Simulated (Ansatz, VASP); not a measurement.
# Pb: VASP beside Ansatz

Contents of INCAR:

```
ALGO = Normal
EDIFF = 1E-6
ENCUT = 520
GGA = PE
ISIF = 2
ISMEAR = 0
LASPH = True
LCHARG = False
LREAL = False
LWAVE = False
NBANDS = 13
NELM = 100
PREC = Accurate
SIGMA = 0.024
```

Contents of KPOINTS:

```
k-points
0
Gamma
  9 9 9
```

File POSCAR:

```
Pb
1.0
   -1.9796595667      1.9796595667      1.9796595667
    1.9796595667     -1.9796595667      1.9796595667
    1.9796595667      1.9796595667     -1.9796595667
Pb
1
Direct
    0.0000000000      0.0000000000      0.0000000000
```

The input input.yaml:

```yaml
crystal:
  lattice:
    - [-1.9796595667, 1.9796595667, 1.9796595667]
    - [1.9796595667, -1.9796595667, 1.9796595667]
    - [1.9796595667, 1.9796595667, -1.9796595667]
  atoms:
    - { symbol: Pb, position: [0.0, 0.0, 0.0] }
hamiltonian:
  xc: pbe
  pseudopotentials: { kind: paw }
kpoints:
  mp_grid: { grid: [9, 9, 9] }
scf:
  occupations: { method: gaussian, width: 0.024 }
output:
  forces: true
  stress: true
  eigenvalues: true
```

Alike in both runs: task single point; functional PBE; k mesh 9 × 9 × 9; occupations gaussian, width 0.024 eV; no spin polarisation.

```csv
,VASP,Ansatz
version,VASP 6.6.1,Ansatz 0.2.0
potentials or method,"VASP PAW PBE potentials, release 64 (Pb_d)",Ansatz PAW
plane-wave cutoff (eV),520,420
valence electrons in the cell,14,14
```

VASP gave:

* gap on the k mesh at the Fermi level (eV): none
* pressure (GPa): 0.6

Q: What did Ansatz give for the same quantities?

A: gap on the k mesh at the Fermi level (eV): none; pressure (GPa): 0.7.

A gap of «none» marks a metal or a gap that the smearing closes. The functional is the same, so the differences come from potentials, cutoffs and numerics.

Neither program's run includes spin-orbit coupling.
